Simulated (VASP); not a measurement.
# PbO (Litharge) (P4/nmm) in VASP: a series of runs

Aim: see how the results for PbO (Litharge) move with the level of theory and the settings. Levels: PBE+D3(BJ), r2SCAN+rVV10, r2SCAN. Tasks: single point, relaxation of cell and atoms.

All numbers are computed with VASP 6.6.1; they aren't measurements. Logs are shortened: lines on timing, memory, paths and dates and some standing lists are left out, and cuts for length are marked.

### Step 1. The cell of the first run

Symmetry: P4/nmm, No. 129, tetragonal system. Conventional cell: a = 4.034 Å, b = 4.034 Å, c = 4.994 Å, α = 90.00°, β = 90.00°, γ = 90.00°. Pb (site symmetry 4mm) has 4 O at 2.34 Å within 3.1 Å. O (site symmetry -4m2) has 4 Pb at 2.34 Å and 4 O at 2.85 Å within 3.1 Å.

### Step 2. Single point, PBE+D3(BJ)

Input file INCAR:

```
SYSTEM = PbO
PREC     = Accurate       ! precision mode
ENCUT    = 520            ! plane-wave cutoff, eV
EDIFF    = 1E-7           ! SCF threshold, eV
ISMEAR   = -1             ! smearing method
SIGMA    = 0.02           ! smearing width, eV
LREAL    = .False.        ! projectors in reciprocal space
LASPH    = .True.         ! aspherical terms in the spheres
NELM     = 60             ! most SCF steps
ALGO     = Normal         ! electronic algorithm
ISIF     = 2              ! what is computed and relaxed
LWAVE    = .False.        ! write WAVECAR
LCHARG   = .False.        ! write CHGCAR
GGA      = PE             ! functional
IVDW     = 12             ! dispersion correction
NBANDS   = 28             ! bands
```

Input file KPOINTS:

```
Automatic mesh
0
Gamma
  6 6 6
  0 0 0
```

Input file POSCAR:

```
PbO
1.0
    4.0343675303      0.0000000000      0.0000000000
    0.0000000000      4.0343675303      0.0000000000
    0.0000000000      0.0000000000      4.9938699224
Pb O
2 2
Direct
    0.0000000000      0.5000000000      0.2377173499
    0.5000000000      0.0000000000      0.7622826501
    0.0000000000      0.0000000000      0.0000000000
    0.5000000000      0.5000000000      0.0000000000
```

Potentials or basis: VASP PAW PBE potentials, release 64 (Pb_d, O).

The run is started by

```sh
cat potpaw_PBE.64/Pb_d/POTCAR potpaw_PBE.64/O/POTCAR > POTCAR
mpirun -np 1 vasp_std > vasp.out
```

OUTCAR:

```text
SYSTEM = PbO
   PREC = Accurate
   ENCUT = 520
   EDIFF = 1E-7
   ISMEAR = -1
   LREAL = .False.
   LASPH = .True.
   NELM = 60
   ISIF = 2
   GGA = PE
   IVDW = 12
 IVDW          = 12

 ion  position               nearest neighbor table
   1  0.000  0.500  0.238-   3 2.34   4 2.34   3 2.34   4 2.34   2 3.71   2 3.71   2 3.71   2 3.71
                             2 3.87   2 3.87   2 3.87   2 3.87
   2  0.500  0.000  0.762-   3 2.34   4 2.34   4 2.34   3 2.34   1 3.71   1 3.71   1 3.71   1 3.71
                             1 3.87   1 3.87   1 3.87   1 3.87
   3  0.000  0.000  0.000-   1 2.34   2 2.34   1 2.34   2 2.34
   4  0.500  0.500  0.000-   1 2.34   2 2.34   2 2.34   1 2.34

  LATTYP: Found a simple tetragonal cell.
 ALAT       =     4.0343675303
 C/A-ratio  =     1.2378321719

  Lattice vectors:

 A1 = (   4.0343675303,   0.0000000000,   0.0000000000)
 A2 = (   0.0000000000,   4.0343675303,   0.0000000000)
 A3 = (   0.0000000000,   0.0000000000,   4.9938699224)

Analysis of symmetry for initial positions (statically):
=====================================================================
 Subroutine PRICEL returns:
 Original cell was already a primitive cell.

 Routine SETGRP: Setting up the symmetry group for a
 simple tetragonal supercell.

 Subroutine GETGRP returns: Found 16 space group operations
 (whereof  8 operations were pure point group operations)
 out of a pool of 16 trial point group operations.

The static configuration has the point symmetry D_2d.
 The point group associated with its full space group is D_4h.

Analysis of symmetry for dynamics (positions and initial velocities):
=====================================================================
 Subroutine PRICEL returns:
 Original cell was already a primitive cell.

 Routine SETGRP: Setting up the symmetry group for a
 simple tetragonal supercell.

 Subroutine GETGRP returns: Found 16 space group operations
 (whereof  8 operations were pure point group operations)
 out of a pool of 16 trial point group operations.

The dynamic configuration has the point symmetry D_2d.
 The point group associated with its full space group is D_4h.

 Subroutine INISYM returns: Found 16 space group operations
 (whereof  8 operations are pure point group operations),
 and found     1 'primitive' translations

----------------------------------------------------------------------------------------

                                     Primitive cell

  volume of cell :      81.2808

  direct lattice vectors                    reciprocal lattice vectors
     4.034367530  0.000000000  0.000000000     0.247870327  0.000000000  0.000000000
     0.000000000  4.034367530  0.000000000     0.000000000  0.247870327  0.000000000
[... 94 lines left out ...]
   NFREE  =      0    steps in history (QN), initial steepest desc. (CG)
   ISIF   =      2    stress and relaxation
   ISYM   =      2    0-nonsym 1-usesym 2-fastsym
   POTIM  = 0.5000    time-step for ionic-motion
   TEBEG  =    0.0;   TEEND  =   0.0 temperature during run
   PSTRESS=    0.0 pullay stress
   NELECT =      40.0000    total number of electrons
   NUPDOWN=      -1.0000    fix difference up-down
   EMIN   =  10.00;   EMAX   =-10.00  energy-range for DOS
   EFERMI =   0.00;   METHOD = LEGACY
   ISMEAR =    -1;   SIGMA  =   0.02  broadening in eV -4-tet -1-fermi 0-gaus
   EFERMI_NEDOS =   21; number of points for ismear=-14 and -15
   IALGO  =     38    algorithm
   IMIX   =      4    mixing-type and parameters
     AMIX     =   0.40;   BMIX     =  1.00
     AMIX_MAG =   1.60;   BMIX_MAG =  1.00
  volume/ion in A,a.u.               =      20.32       137.13
  Fermi-wavevector in a.u.,A,eV,Ry     =   1.292505  2.442480 22.729461  1.670568
  Thomas-Fermi vector in A             =   2.424208
   LORBIT       =      0    0 simple, 1 ext, 2 COOP (PROOUT), +10 PAW based schemes
   GGA     = PE    functional components
   LHFCALC =     F    Hartree Fock is set to
   AEXX    =    0.0000 exact exchange contribution
   IVDW    =    12    specifies the selected vdW correction
   LEPSILON=     F    determine dielectric tensor
   LRPA    =     F    only Hartree local field effects (RPA)
 non-spin polarized calculation
  energy-cutoff  :      520.00
  volume of cell :       81.28
 maximum number of plane-waves:      2216
   NGX = 15   NGY = 15   NGZ = 19

 number of electron      40.0000001 magnetization

 Free energy of the ion-electron system (eV)
  ---------------------------------------------------
  ext. energy  EPLUGINS =         0.00000000
  ---------------------------------------------------
  free energy    TOTEN  =       -21.46415290 eV

  energy without entropy =      -21.46415290  energy(sigma->0) =      -21.46415290

 E-fermi :   5.2960     XC(G=0):  -9.7281

 val. band max:        4.8046689169   @ k =   0.1667   0.0000   0.0000
 cond. band min:       6.0932492241   @ k =   0.5000   0.5000   0.0000
 fundamental gap:      1.2885803072
 Fermi energy:         5.2960464655

 k-point     1 :       0.0000    0.0000    0.0000
  band No.  band energies     occupation
      1     -13.2524      2.00000
      2     -12.8143      2.00000
      3     -11.1153      2.00000
      4     -11.1153      2.00000
      5     -11.0643      2.00000
      6     -11.0270      2.00000
[... 733 lines left out ...]
     27      14.5220      0.00000
     28      14.5220      0.00000

 [... further k-points ...]

------------------------ aborting loop because EDIFF is reached ----------------------------------------

 Edisp (eV)   -0.93393

 E8    (eV) :    -0.4282

  FORCE on cell =-STRESS in cart. coord.  units (eV):
  Direction    XX          YY          ZZ          XY          YZ          ZX
  --------------------------------------------------------------------------------------
  -------------------------------------------------------------------------------------
  Total       0.03827     0.03827     0.02377     0.00000     0.00000     0.00000
  in kB       0.75439     0.75439     0.46851     0.00000     0.00000     0.00000
  external pressure =        0.66 kB  Pullay stress =        0.00 kB

 VOLUME and BASIS-vectors are now :
 -----------------------------------------------------------------------------
  energy-cutoff  :      520.00
  volume of cell :       81.28
      direct lattice vectors                 reciprocal lattice vectors
     4.034367530  0.000000000  0.000000000     0.247870327  0.000000000  0.000000000
     0.000000000  4.034367530  0.000000000     0.000000000  0.247870327  0.000000000
     0.000000000  0.000000000  4.993869922     0.000000000  0.000000000  0.200245504

 POSITION                                       TOTAL-FORCE (eV/Angst)
 -----------------------------------------------------------------------------------
      0.00000      2.01718      1.18713         0.000000      0.000000      0.037706
      2.01718      0.00000      3.80674        -0.000000     -0.000000     -0.037706
      0.00000      0.00000      0.00000        -0.000000      0.000000     -0.000000
      2.01718      2.01718      0.00000         0.000000     -0.000000     -0.000000
 -----------------------------------------------------------------------------------
    total drift:                                0.000000      0.000000     -0.000000

  FREE ENERGIE OF THE ION-ELECTRON SYSTEM (eV)
  ---------------------------------------------------
  free  energy   TOTEN  =       -22.3980843965 eV

  energy  without entropy=      -22.3980843965  energy(sigma->0) =      -22.39808440
```

OSZICAR:

```text
N       E                     dE             d eps       ncg     rms          rms(c)
DAV:   1     0.466335908941E+03    0.46634E+03   -0.19628E+04  2244   0.170E+03
DAV:   2     0.385411800015E+02   -0.42779E+03   -0.40972E+03  2280   0.453E+02
DAV:   3    -0.230915928883E+02   -0.61633E+02   -0.59966E+02  2824   0.183E+02
DAV:   4    -0.260692241519E+02   -0.29776E+01   -0.29652E+01  2588   0.418E+01
DAV:   5    -0.261612501324E+02   -0.92026E-01   -0.92018E-01  2548   0.799E+00    0.124E+01
DAV:   6    -0.216911561817E+02    0.44701E+01   -0.25082E+01  3276   0.390E+01    0.562E+00
DAV:   7    -0.214943191280E+02    0.19684E+00   -0.30302E+00  2780   0.124E+01    0.249E+00
DAV:   8    -0.214713088547E+02    0.23010E-01   -0.52047E-01  2412   0.469E+00    0.774E-01
DAV:   9    -0.214631384859E+02    0.81704E-02   -0.52389E-02  3624   0.180E+00    0.278E-01
DAV:  10    -0.214643634714E+02   -0.12250E-02   -0.11498E-02  2604   0.767E-01    0.919E-02
DAV:  11    -0.214641903970E+02    0.17307E-03   -0.21848E-03  3420   0.376E-01    0.618E-02
DAV:  12    -0.214641559802E+02    0.34417E-04   -0.33602E-04  3216   0.165E-01    0.182E-02
DAV:  13    -0.214641536177E+02    0.23625E-05   -0.46356E-05  2636   0.468E-02    0.483E-03
DAV:  14    -0.214641531886E+02    0.42908E-06   -0.34744E-06  3240   0.145E-02    0.132E-03
DAV:  15    -0.214641529779E+02    0.21071E-06   -0.20950E-07  1908   0.324E-03    0.519E-04
DAV:  16    -0.214641528961E+02    0.81845E-07   -0.45924E-08  1460   0.280E-03
   1 F= -.22398084E+02 E0= -.22398084E+02  d E =-.523211E-12
```

stdout:

```text
POSCAR found type information on POSCAR PbO
 POSCAR found :  2 types and       4 ions
 scaLAPACK will be used
 LDA part: xc-table for (Slater+PW92), standard interpolation
 POSCAR, INCAR and KPOINTS ok, starting setup
 FFT: planning ... GRIDC
 FFT: planning ... GRID_SOFT
 FFT: planning ... GRID
 WAVECAR not read
 entering main loop
```

Wall time 1.9 min (1 thread of Intel Xeon 8259CL, shared host); peak memory 0.24 GiB.

Results:

| Quantity | Value |
| --- | --- |
| Free energy | -22.3981 eV |
| Pressure | 0.1 GPa |
| Largest force | 0.038 eV/Å |
| Band gap on the k mesh | 1.29 eV, indirect (least direct gap 2.19 eV) |
| Dispersion energy per atom | -0.233 eV |

Forces in eV/Å, atoms in the order of the input:
```
Pb   0.000  0.000  0.038
Pb   0.000  0.000 -0.038
O    0.000  0.000  0.000
O    0.000  0.000  0.000
```

Caveat: spin-orbit coupling is left out, which moves the levels of the heavy elements.

### Step 3. Single point, r2SCAN+rVV10

This run uses another cell than the first one, of 19.81 Å³/atom, 0.975 times its volume.

Input file POSCAR:

```
PbO
1.0
    3.9804038208      0.0000000000      0.0000000000
    0.0000000000      3.9804038208      0.0000000000
    0.0000000000      0.0000000000      5.0009105968
Pb O
2 2
Direct
    0.0000000000      0.5000000000      0.2366326960
    0.5000000000      0.0000000000      0.7633673040
    0.0000000000      0.0000000000      0.0000000000
    0.5000000000      0.5000000000      0.0000000000
```

Input file INCAR.step1:

```
SYSTEM = PbO
  PREC = Accurate
  ENCUT = 520
  ISMEAR = -1
  SIGMA = 0.02
  LREAL = .FALSE.
  LASPH = .TRUE.
  NELM = 80
  NBANDS = 28
  GGA = PE
  ALGO = Normal
  EDIFF = 1E-4
  LWAVE = .TRUE.
  LCHARG = .FALSE.
```

Input file INCAR.step2:

```
SYSTEM = PbO
  PREC = Accurate
  ENCUT = 520
  EDIFF = 1E-7
  ISMEAR = -1
  SIGMA = 0.02
  LREAL = .FALSE.
  LASPH = .TRUE.
  NELM = 80
  ALGO = Normal
  ISIF = 2
  LWAVE = .FALSE.
  LCHARG = .FALSE.
  METAGGA = R2SCAN
  LMIXTAU = .TRUE.
  LUSE_VDW = .TRUE.
  IVDW_NL = 2
  BPARAM = 11.95
  CPARAM = 0.0093
  NBANDS = 28
  ISTART = 1
```

Input file KPOINTS:

```
regular mesh
0
G
  6 6 6
  0 0 0
```

Potentials or basis: VASP PAW PBE potentials, release 64 (Pb_d, O).

The run is started by

```sh
cat potpaw_PBE.64/Pb_d/POTCAR potpaw_PBE.64/O/POTCAR > POTCAR
cp INCAR.step1 INCAR
mpirun -np 1 vasp_std > vasp.out
cp INCAR.step2 INCAR
mpirun -np 1 vasp_std > vasp.out
```

Wall time 7.5 min (1 thread of Intel Xeon 8259CL, shared host); peak memory 0.38 GiB.

Results (log left out):

```
Free energy            : -128.3696 eV
Pressure               : 0.7 GPa
Largest force          : 0.123 eV/Å
Band gap on the k mesh : 1.49 eV, indirect (least direct gap 2.65 eV)
```

Forces on the atoms (eV/Å):
```
Pb   0.000  0.000  0.123
Pb   0.000  0.000 -0.123
O    0.000  0.000  0.000
O    0.000  0.000  0.000
```

Stress tensor (GPa, compression positive):
```
0.70 0.00 0.00
0.00 0.70 0.00
0.00 0.00 0.57
```

Levels at points of the mesh, in eV from the valence-band top:
```
           k point  band 18  band 19  band 20  band 21  band 22  band 23
(0.00, 0.00, 0.00)    -1.80    -1.80     0.00     2.78     5.85     6.03
(0.50, 0.00, 0.00)    -3.16    -1.73    -1.73     3.75     3.75     7.04
(0.50, 0.50, 0.00)    -1.73    -1.16    -1.16     1.49     1.49     5.65
(0.00, 0.00, 0.50)    -1.83    -1.83    -1.00     2.28     4.36     4.36
(0.50, 0.00, 0.50)    -3.13    -1.06    -1.06     3.39     3.39     6.75
(0.50, 0.50, 0.50)    -2.34    -1.16    -1.16     3.78     3.78     5.21
```

Caveat: the PAW data sets were made with another functional, which shifts forces and pressure a little; spin-orbit coupling is left out, which moves the levels of the heavy elements.

### Step 4. Single point, r2SCAN

This run uses another cell than the first one, of 19.81 Å³/atom, 0.975 times its volume.

POSCAR is that of step 3.

Input file INCAR.step1:

```
PREC = Accurate
ENCUT = 520
ISMEAR = 0
SIGMA = 0.01
LREAL = F
LASPH = T
NELM = 80
NBANDS = 28
GGA = PE
ALGO = Normal
EDIFF = 1E-4
LWAVE = T
LCHARG = F
```

Input file INCAR.step2:

```
PREC = Accurate
ENCUT = 520
EDIFF = 1E-7
ISMEAR = 0
SIGMA = 0.01
LREAL = F
LASPH = T
NELM = 80
ALGO = Normal
ISIF = 2
LWAVE = F
LCHARG = F
METAGGA = R2SCAN
LMIXTAU = T
NBANDS = 28
ISTART = 1
```

Input file KPOINTS:

```
regular mesh
0
Gamma
  6 6 6
```

The run is started by

```sh
cat potpaw_PBE.64/Pb_d/POTCAR potpaw_PBE.64/O/POTCAR > POTCAR
cp INCAR.step1 INCAR
mpirun -np 1 vasp_std > vasp.out
cp INCAR.step2 INCAR
mpirun -np 1 vasp_std > vasp.out
```

It took 6.8 min on 1 thread of Intel Xeon 8259CL, shared host; peak memory 0.24 GiB.

It converged, with:

* Free energy: -129.5003 eV
* Pressure: 1.7 GPa
* Largest force: 0.095 eV/Å
* Band gap on the k mesh: 1.54 eV, indirect (least direct gap 2.69 eV)

Forces in eV/Å, atoms in the order of the input:
```
Pb   0.000  0.000  0.095
Pb   0.000  0.000 -0.095
O    0.000  0.000  0.000
O    0.000  0.000  0.000
```

Stress tensor (GPa, compression positive):
```
1.75 0.00 0.00
0.00 1.75 0.00
0.00 0.00 1.61
```

Levels at points of the mesh, in eV from the valence-band top:
| k point | band 17 | band 18 | band 19 | band 20 | band 21 | band 22 | band 23 | band 24 |
| --- | --- | --- | --- | --- | --- | --- | --- | --- |
| (0.00, 0.00, 0.00) | -1.83 | -1.80 | -1.80 | 0.00 | 2.81 | 5.88 | 6.06 | 6.06 |
| (0.50, 0.00, 0.00) | -3.16 | -3.16 | -1.72 | -1.72 | 3.78 | 3.78 | 7.06 | 7.06 |
| (0.50, 0.50, 0.00) | -1.74 | -1.74 | -1.16 | -1.16 | 1.54 | 1.54 | 5.71 | 5.71 |
| (0.00, 0.00, 0.50) | -1.87 | -1.82 | -1.82 | -1.00 | 2.32 | 4.38 | 4.38 | 4.50 |
| (0.50, 0.00, 0.50) | -3.12 | -3.12 | -1.07 | -1.07 | 3.42 | 3.42 | 6.77 | 6.77 |
| (0.50, 0.50, 0.50) | -2.33 | -2.33 | -1.16 | -1.16 | 3.81 | 3.81 | 5.23 | 5.23 |

Caveat: the PAW data sets were made with another functional, which shifts forces and pressure a little; spin-orbit coupling is left out, which moves the levels of the heavy elements. A k mesh can miss the band edges.

### Step 5. Relaxation of cell and atoms, PBE+D3(BJ)

This run uses another cell than the first one, of 19.94 Å³/atom, 0.981 times its volume.

Input file INCAR:

```
SYSTEM = PbO
PREC = Accurate
ENCUT = 600
EDIFF = 1E-6
ISMEAR = -1
SIGMA = 0.02
LREAL = .FALSE.
LASPH = .TRUE.
NELM = 80
ALGO = Normal
ISIF = 3
LWAVE = .FALSE.
LCHARG = .FALSE.
GGA = PE
IVDW = 12
IBRION = 2
NSW = 80
EDIFFG = -0.005
```

Input file KPOINTS:

```
regular mesh
0
G
  6 6 6
  0 0 0
```

Input file POSCAR:

```
PbO
1.0
    3.9900000000      0.0000000000      0.0000000000
    0.0000000000      3.9900000000      0.0000000000
    0.0000000000      0.0000000000      5.0100000000
Pb O
2 2
Direct
    0.0000000000      0.5000000000      0.2400000000
    0.5000000000      0.0000000000      0.7600000000
    0.0000000000      0.0000000000      0.0000000000
    0.5000000000      0.5000000000      0.0000000000
```

The run is started by

```sh
cat potpaw_PBE.64/Pb_d/POTCAR potpaw_PBE.64/O/POTCAR > POTCAR
mpirun -np 1 vasp_std > vasp.out
```

It took 11 min on 1 thread of Intel Xeon 8259CL, shared host; peak memory 0.27 GiB.

Results (log left out):

```
Free energy                            : -22.4011 eV
Relaxed volume                         : 20.20 Å³/atom
Relaxed cell                           : a = 4.036 Å, b = 4.036 Å, c = 4.961 Å, α = 90.00°, β = 90.00°, γ = 90.00°
Space group after relaxing (to 0.05 Å) : P4/nmm (No. 129)
Energy gained by relaxing              : 1.9 meV/atom
Ionic steps                            : 14
Pressure after relaxing                : 0.0 GPa
Largest force after relaxing           : 0.004 eV/Å
Band gap on the k mesh                 : 1.26 eV, indirect (least direct gap 2.15 eV)
Dispersion energy per atom             : -0.235 eV
```

Forces in eV/Å, atoms in the order of the input:
```
Pb   0.000  0.000  0.004
Pb   0.000  0.000 -0.004
O    0.000  0.000  0.000
O    0.000  0.000  0.000
```

The path:
```csv
step,energy change (eV),largest force (eV/Å),pressure (GPa),volume (Å³)
1,0.0000,0.0390,1.10,79.76
2,-0.0039,0.2133,-0.63,81.35
3,-0.0048,0.1388,-0.13,80.87
4,-0.0069,0.0491,-0.04,81.05
5,-0.0073,0.0325,0.03,81.21
6,-0.0073,0.0118,-0.02,81.17
7,-0.0073,0.0082,-0.01,81.17
8,-0.0074,0.0062,-0.02,81.15
9,-0.0074,0.0002,-0.04,81.09
10,-0.0075,0.0123,-0.09,80.98
11,-0.0075,0.0113,-0.07,80.96
12,-0.0075,0.0051,-0.04,80.90
13,-0.0075,0.0057,0.02,80.78
14,-0.0075,0.0041,0.02,80.81
```

Final structure:
```yaml
crystal:
  lattice:
    - [4.03605, 0.00000, 0.00000]
    - [0.00000, 4.03605, 0.00000]
    - [0.00000, 0.00000, 4.96103]
  atoms:
    - { symbol: Pb, position: [0.00000, 0.50000, 0.23938] }
    - { symbol: Pb, position: [0.50000, 0.00000, 0.76062] }
    - { symbol: O, position: [0.00000, 0.00000, 0.00000] }
    - { symbol: O, position: [0.50000, 0.50000, 0.00000] }
```

Levels at points of the mesh, in eV from the valence-band top:
```tsv
k point	band 17	band 18	band 19	band 20	band 21	band 22	band 23	band 24
(0.00, 0.00, 0.00)	-1.52	-1.50	-1.50	0.00	2.43	5.56	5.56	5.65
(0.50, 0.00, 0.00)	-2.80	-2.80	-1.48	-1.48	3.46	3.46	6.61	6.61
(0.50, 0.50, 0.00)	-1.51	-1.51	-0.89	-0.89	1.26	1.26	5.38	5.38
(0.00, 0.00, 0.50)	-1.57	-1.53	-1.53	-0.71	1.96	3.97	3.97	4.14
(0.50, 0.00, 0.50)	-2.76	-2.76	-0.84	-0.84	3.17	3.17	6.21	6.21
(0.50, 0.50, 0.50)	-2.14	-2.14	-0.89	-0.89	3.55	3.55	4.87	4.87
```

Caveat: spin-orbit coupling is left out, which moves the levels of the heavy elements.

### Step 6. Overview

```csv
task,level,cell,cutoff (eV),smearing,gap on the mesh (eV),pressure (GPa),largest force (eV/Å)
single point,PBE+D3(BJ),"a = 4.034, b = 4.034, c = 4.994 Å, 4 atoms",520,fermi-dirac 0.02 eV,1.29,0.1,0.04
single point,r2SCAN+rVV10,"a = 3.980, b = 3.980, c = 5.001 Å, 4 atoms",520,fermi-dirac 0.02 eV,1.49,0.7,0.12
single point,r2SCAN,"a = 3.980, b = 3.980, c = 5.001 Å, 4 atoms",520,gaussian 0.01 eV,1.54,1.7,0.10
relaxation of cell and atoms,PBE+D3(BJ),"relaxed from a = 3.990, b = 3.990, c = 5.010 Å, 4 atoms",600,fermi-dirac 0.02 eV,1.26,0.0,-
```

Alike in all rows: potentials or basis VASP PAW PBE potentials, release 64 (Pb_d, O); no spin polarisation; k mesh 6 × 6 × 6.

Caveats: spin-orbit coupling is left out, which moves the levels of the heavy elements; the PAW data sets were made with another functional, which shifts forces and pressure a little (some runs).

Total energies depend on the potentials used, so only differences within one code and one set of settings carry meaning.
